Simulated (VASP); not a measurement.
# BN (Fmm2) in VASP: further runs, part 3 of 3

VASP 6.6.1. Earlier steps stand in the parts before.

### 5 Single point, LDA

This run uses another cell than the first one, of 9.48 Å³/atom, 1.042 times its volume.

File INCAR:

```
SYSTEM = BN
PREC     = Accurate       ! precision mode
ENCUT    = 520            ! plane-wave cutoff, eV
EDIFF    = 1E-7           ! SCF threshold, eV
ISMEAR   = -1             ! smearing method
SIGMA    = 0.05           ! smearing width, eV
LREAL    = .FALSE.        ! projectors in reciprocal space
LASPH    = .TRUE.         ! aspherical terms in the spheres
NELM     = 100            ! most SCF steps
ALGO     = Normal         ! electronic algorithm
ISIF     = 2              ! what is computed and relaxed
LWAVE    = .FALSE.        ! write WAVECAR
LCHARG   = .FALSE.        ! write CHGCAR
GGA      = CA             ! functional
NBANDS   = 11             ! bands
```

File KPOINTS:

```
regular mesh
0
G
  13 13 13
  0 0 0
```

File POSCAR:

```
BN
1.0
    0.0000000000      3.4953158300      2.1660912400
    1.2516321000      0.0000000000      2.1660912400
    1.2516321000      3.4953158300      0.0000000000
N B
1 1
Direct
    0.6666513400      0.6666513400      0.3333486600
    0.0000486500      0.0000486500      0.9999513500
```

Potentials or basis: VASP PAW LDA potentials, release 64 (N, B).

Started as:

```sh
cat potpaw_LDA.64/N/POTCAR potpaw_LDA.64/B/POTCAR > POTCAR
mpirun -np 1 vasp_std > vasp.out
```

OUTCAR:

```text
SYSTEM = BN
   PREC = Accurate
   ENCUT = 520
   EDIFF = 1E-7
   ISMEAR = -1
   LREAL = .FALSE.
   LASPH = .TRUE.
   NELM = 100
   ISIF = 2
   GGA = CA

 ion  position               nearest neighbor table
   1  0.667  0.667  0.333-   2 1.44   2 1.44   2 1.44
   2  0.000  0.000  1.000-   1 1.44   1 1.44   1 1.44

  LATTYP: Found a face centered orthorhombic cell.
 ALAT       =     2.5032642000
 B/A-ratio  =     1.7306133647
 C/A-ratio  =     2.7926064137

  Lattice vectors:

 A1 = (   0.0000000000,   3.4953158300,   2.1660912400)
 A2 = (  -1.2516321000,   3.4953158300,   0.0000000000)
 A3 = (  -1.2516321000,   0.0000000000,   2.1660912400)

Analysis of symmetry for initial positions (statically):
=====================================================================
 Subroutine PRICEL returns:
 Original cell was already a primitive cell.

 Routine SETGRP: Setting up the symmetry group for a
 face centered orthorhombic supercell.

 Subroutine GETGRP returns: Found  4 space group operations
 (whereof  4 operations were pure point group operations)
 out of a pool of  8 trial point group operations.

The static configuration has the point symmetry C_2v.

Analysis of symmetry for dynamics (positions and initial velocities):
=====================================================================
 Subroutine PRICEL returns:
 Original cell was already a primitive cell.

 Routine SETGRP: Setting up the symmetry group for a
 face centered orthorhombic supercell.

 Subroutine GETGRP returns: Found  4 space group operations
 (whereof  4 operations were pure point group operations)
 out of a pool of  8 trial point group operations.

The dynamic configuration has the point symmetry C_2v.

 Subroutine INISYM returns: Found  4 space group operations
 (whereof  4 operations are pure point group operations),
[... 113 lines left out ...]
   IALGO  =     38    algorithm
   IMIX   =      4    mixing-type and parameters
     AMIX     =   0.40;   BMIX     =  1.00
     AMIX_MAG =   1.60;   BMIX_MAG =  1.00
  volume/ion in A,a.u.               =       9.48        63.95
  Fermi-wavevector in a.u.,A,eV,Ry     =   1.228047  2.320672 20.518928  1.508099
  Thomas-Fermi vector in A             =   2.362987
   LORBIT       =      0    0 simple, 1 ext, 2 COOP (PROOUT), +10 PAW based schemes
   GGA     = CA    functional components
   LHFCALC =     F    Hartree Fock is set to
   AEXX    =    0.0000 exact exchange contribution
   IVDW    =     0    specifies the selected vdW correction
   LEPSILON=     F    determine dielectric tensor
   LRPA    =     F    only Hartree local field effects (RPA)
 non-spin polarized calculation
  energy-cutoff  :      520.00
  volume of cell :       18.95
 maximum number of plane-waves:       527
   NGX = 15   NGY =  9   NGZ = 13

 number of electron       8.0000000 magnetization

 Free energy of the ion-electron system (eV)
  ---------------------------------------------------
  ext. energy  EPLUGINS =         0.00000000
  ---------------------------------------------------
  free energy    TOTEN  =       -19.27931068 eV

  energy without entropy =      -19.27931068  energy(sigma->0) =      -19.27931068

 E-fermi :   2.8829     XC(G=0): -10.2061

 val. band max:        1.8470767149   @ k =   0.4615  -0.3846   0.1538
 cond. band min:       5.5409434794   @ k =   0.0000   0.4615   0.4615
 fundamental gap:      3.6938667645
 Fermi energy:         2.8828766185

 k-point     1 :       0.0000    0.0000    0.0000
  band No.  band energies     occupation
      1     -15.8134      2.00000
      2      -2.6676      2.00000
      3       0.4105      2.00000
      4       0.4178      2.00000
      5       6.3557      0.00000
      6      13.2337      0.00000
      7      13.2950      0.00000
      8      14.6446      0.00000
      9      16.3381      0.00000
     10      27.1619      0.00000
     11      28.1303      0.00000
[... 309 lines left out ...]
 k-point    24 :       0.4615    0.1538   -0.0000
  band No.  band energies     occupation
      1     -13.0227      2.00000
      2      -5.8869      2.00000
      3      -3.2524      2.00000
      4       0.4832      2.00000
      5       7.5855      0.00000
      6      11.8201      0.00000
      7      14.3613      0.00000
      8      17.2929      0.00000
      9      19.1320      0.00000
     10      22.8649      0.00000
     11      24.4115      0.00000

 [... further k-points ...]
[... 5 lines left out ...]
  --------------------------------------------------------------------------------------
  -------------------------------------------------------------------------------------
  Total       -0.6020349     -0.1505346     -0.5965530      0.0000000      0.0000000      0.0000000
  in kB      -50.8935053    -12.7255651    -50.4300947      0.0000000      0.0000000      0.0000000
  external PRESSURE =     -38.0163884 kB  Pullay stress =       0.0000000 kB

 VOLUME and BASIS-vectors are now :
 -----------------------------------------------------------------------------
  energy-cutoff  :      520.00
  volume of cell :       18.95
      direct lattice vectors                 reciprocal lattice vectors
     0.000000000  3.495315830  2.166091240    -0.399478409  0.143048590  0.230830535
     1.251632100  0.000000000  2.166091240     0.399478409 -0.143048590  0.230830535
     1.251632100  3.495315830  0.000000000     0.399478409  0.143048590 -0.230830535

 POSITION                                       TOTAL-FORCE (eV/Angst)
 -----------------------------------------------------------------------------------
      1.25163      3.49532      2.88806         0.000000      0.000000     -0.010535
      1.25163      3.49532      0.00021         0.000000      0.000000      0.010535
 -----------------------------------------------------------------------------------
    total drift:                                0.000001      0.000002     -0.000022

  FREE ENERGIE OF THE ION-ELECTRON SYSTEM (eV)
  ---------------------------------------------------
  free  energy   TOTEN  =       -19.2793106812 eV

  energy  without entropy=      -19.2793106812  energy(sigma->0) =      -19.27931068
```

Run time: 2.8 min. Hardware: 1 thread of AMD EPYC 7R13, shared host; peak memory 0.15 GiB.

What came out:

| Quantity | Value |
| --- | --- |
| Free energy | -19.2793 eV |
| Pressure | -3.8 GPa |
| Largest force | 0.011 eV/Å |
| Band gap on the k mesh | 3.69 eV, indirect (least direct gap 4.51 eV) |

Forces on the atoms (eV/Å):
```
N    0.000  0.000 -0.011
B    0.000  0.000  0.011
```

Levels at points of the mesh, in eV from the valence-band top:
```
           k point  band 1  band 2  band 3  band 4  band 5  band 6  band 7  band 8  band 9
(0.00, 0.00, 0.00)  -17.66   -4.51   -1.44   -1.43    4.51   11.39   11.45   12.80   14.49
```

A k mesh can miss the band edges. Expect the measured gap to be larger: semilocal functionals such as LDA lack the derivative discontinuity.

### 6 Single point, PBEsol

This run uses another cell than the first one, of 9.48 Å³/atom, 1.042 times its volume.

File INCAR:

```
SYSTEM = BN
PREC = Accurate
ENCUT = 520
EDIFF = 1E-7
ISMEAR = -1
SIGMA = 0.05
LREAL = .False.
LASPH = .True.
NELM = 100
ALGO = Normal
ISIF = 2
LWAVE = .False.
LCHARG = .False.
GGA = PS
NBANDS = 11
```

File KPOINTS:

```
regular mesh
0
Gamma
  13 13 13
  0 0 0
```

POSCAR is that of step 5.

Potentials or basis: VASP PAW PBE potentials, release 64 (N, B).

Started as:

```sh
cat potpaw_PBE.64/N/POTCAR potpaw_PBE.64/B/POTCAR > POTCAR
mpirun -np 1 vasp_std > vasp.out
```

OUTCAR:

```text
SYSTEM = BN
   PREC = Accurate
   ENCUT = 520
   EDIFF = 1E-7
   ISMEAR = -1
   LREAL = .False.
   LASPH = .True.
   NELM = 100
   ISIF = 2
   GGA = PS

 ion  position               nearest neighbor table
   1  0.667  0.667  0.333-   2 1.44   2 1.44   2 1.44
   2  0.000  0.000  1.000-   1 1.44   1 1.44   1 1.44

  LATTYP: Found a face centered orthorhombic cell.
 ALAT       =     2.5032642000
 B/A-ratio  =     1.7306133647
 C/A-ratio  =     2.7926064137

[... 522 lines left out ...]
 [... further k-points ...]

------------------------ aborting loop because EDIFF is reached ----------------------------------------

  FORCE on cell =-STRESS in cart. coord.  units (eV):
  Direction    XX          YY          ZZ          XY          YZ          ZX
  --------------------------------------------------------------------------------------
  -------------------------------------------------------------------------------------
  Total        0.1450153      0.0088711      0.1498299      0.0000000      0.0000000      0.0000000
  in kB       12.2589821      0.7499280     12.6659894      0.0000000      0.0000000      0.0000000
  external PRESSURE =       8.5582998 kB  Pullay stress =       0.0000000 kB

 VOLUME and BASIS-vectors are now :
 -----------------------------------------------------------------------------
  energy-cutoff  :      520.00
  volume of cell :       18.95
      direct lattice vectors                 reciprocal lattice vectors
     0.000000000  3.495315830  2.166091240    -0.399478409  0.143048590  0.230830535
     1.251632100  0.000000000  2.166091240     0.399478409 -0.143048590  0.230830535
     1.251632100  3.495315830  0.000000000     0.399478409  0.143048590 -0.230830535

 POSITION                                       TOTAL-FORCE (eV/Angst)
 -----------------------------------------------------------------------------------
      1.25163      3.49532      2.88806         0.000000      0.000000     -0.010105
      1.25163      3.49532      0.00021         0.000000      0.000000      0.010105
 -----------------------------------------------------------------------------------
    total drift:                                0.000006     -0.000011     -0.000065

  FREE ENERGIE OF THE ION-ELECTRON SYSTEM (eV)
  ---------------------------------------------------
  free  energy   TOTEN  =       -18.2832926155 eV

  energy  without entropy=      -18.2832926154  energy(sigma->0) =      -18.28329262
```

OSZICAR:

```text
N       E                     dE             d eps       ncg     rms          rms(c)
DAV:   1     0.135178646849E+02    0.13518E+02   -0.45913E+03  7634   0.683E+02
DAV:   2    -0.192133674096E+02   -0.32731E+02   -0.31359E+02  9125   0.159E+02
DAV:   3    -0.200359878617E+02   -0.82262E+00   -0.82141E+00  9157   0.236E+01
DAV:   4    -0.200386196906E+02   -0.26318E-02   -0.26318E-02  8278   0.149E+00
DAV:   5    -0.200386315137E+02   -0.11823E-04   -0.11823E-04  9148   0.882E-02    0.783E+00
DAV:   6    -0.184902602928E+02    0.15484E+01   -0.49186E+00  8545   0.122E+01    0.363E+00
DAV:   7    -0.183268701337E+02    0.16339E+00   -0.23758E-01  8776   0.356E+00    0.219E+00
DAV:   8    -0.182826988546E+02    0.44171E-01   -0.11501E-01  8868   0.204E+00    0.239E-01
DAV:   9    -0.182828903588E+02   -0.19150E-03   -0.26891E-03  8287   0.409E-01    0.133E-01
DAV:  10    -0.182832652351E+02   -0.37488E-03   -0.50175E-04  8506   0.155E-01    0.237E-02
DAV:  11    -0.182832929713E+02   -0.27736E-04   -0.50411E-05  8856   0.457E-02    0.207E-02
DAV:  12    -0.182832926137E+02    0.35762E-06   -0.10081E-05  8508   0.205E-02    0.155E-03
DAV:  13    -0.182832926155E+02   -0.17509E-08   -0.36171E-07  8846   0.539E-03
   1 F= -.18283293E+02 E0= -.18283293E+02  d E =-.344732E-10
```

Wall time 3.1 min (1 thread of AMD EPYC 7R13, shared host); peak memory 0.16 GiB.

Results:

| Property | Result |
| --- | --- |
| Free energy | -18.2833 eV |
| Pressure | 0.9 GPa |
| Largest force | 0.010 eV/Å |
| Band gap on the k mesh | 3.79 eV, indirect (least direct gap 4.59 eV) |

Forces in eV/Å, atoms in the order of the input:
```
N    0.000  0.000 -0.010
B    0.000  0.000  0.010
```

Caveat: the PAW data sets were made with another functional, which shifts forces and pressure a little. As with any semilocal functional, this PBEsol gap is likely too small.

### 7 Summary

| level | potentials or basis | cell | gap on the mesh (eV) | pressure (GPa) | largest force (eV/Å) |
| --- | --- | --- | --- | --- | --- |
| PBEsol | VASP PAW PBE potentials, release 64 (N, B) | a = 4.057, b = 2.468, c = 3.662 Å, angles 80.3, 36.8, 62.9°, 2 atoms | 3.81 | 11.1 | 0.01 |
| LDA | VASP PAW LDA potentials, release 64 (N, B) | a = 4.084, b = 2.485, c = 3.688 Å, angles 80.3, 36.8, 62.9°, 2 atoms | 3.70 | 0.9 | 0.01 |
| PBEsol | VASP PAW PBE potentials, release 64 (N, B) | a = 4.084, b = 2.485, c = 3.688 Å, angles 80.3, 36.8, 62.9°, 2 atoms | 3.80 | 5.7 | 0.01 |
| LDA | VASP PAW LDA potentials, release 64 (N, B) | a = 4.112, b = 2.502, c = 3.713 Å, angles 80.3, 36.8, 62.9°, 2 atoms | 3.69 | -3.8 | 0.01 |
| PBEsol | VASP PAW PBE potentials, release 64 (N, B) | a = 4.112, b = 2.502, c = 3.713 Å, angles 80.3, 36.8, 62.9°, 2 atoms | 3.79 | 0.9 | 0.01 |

Alike in all rows: task single point; no spin polarisation; k mesh 13 × 13 × 13; cutoff (eV) 520; smearing fermi-dirac 0.05 eV.

Caveats: the PAW data sets were made with another functional, which shifts forces and pressure a little (some runs).

Total energies depend on the potentials used, so only differences within one code and one set of settings carry meaning.
